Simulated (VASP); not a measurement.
A run of VASP 6.6.1 is set up as follows.

The input INCAR:

```
SYSTEM = W
  PREC = Accurate
  ENCUT = 520
  EDIFF = 1E-6
  ISMEAR = 0
  SIGMA = 0.1
  LREAL = .False.
  LASPH = .True.
  NELM = 100
  ALGO = Normal
  ISIF = 2
  LWAVE = .False.
  LCHARG = .True.
  GGA = PS
  LELF = .True.
  LVHAR = .True.
  NBANDS = 13
```

File KPOINTS:

```
Automatic mesh
0
Gamma
  8 8 8
  0 0 0
```

The input POSCAR:

```
W
1.0
   -1.6203678277      1.6203678277      1.6203678277
    1.6203678277     -1.6203678277      1.6203678277
    1.6203678277      1.6203678277     -1.6203678277
W
1
Direct
    0.0000000000      0.0000000000      0.0000000000
```

Potentials or basis: VASP PAW PBE potentials, release 64 (W_sv).

Run with:

```bash
$ cat potpaw_PBE.64/W_sv/POTCAR > POTCAR
$ mpirun -np 1 vasp_std > vasp.out
```

(1) Estimate the pressure.

(2) What does it give for the band gap on the k mesh?

Answers

(1) -21.7 GPa.

(2) zero (band 7 reaches 14.96 eV, above the bottom of band 8 at 9.16 eV).

Caveat: the PAW data sets were made with another functional, which shifts forces and pressure a little; spin-orbit coupling is left out, which moves the levels of the heavy elements.
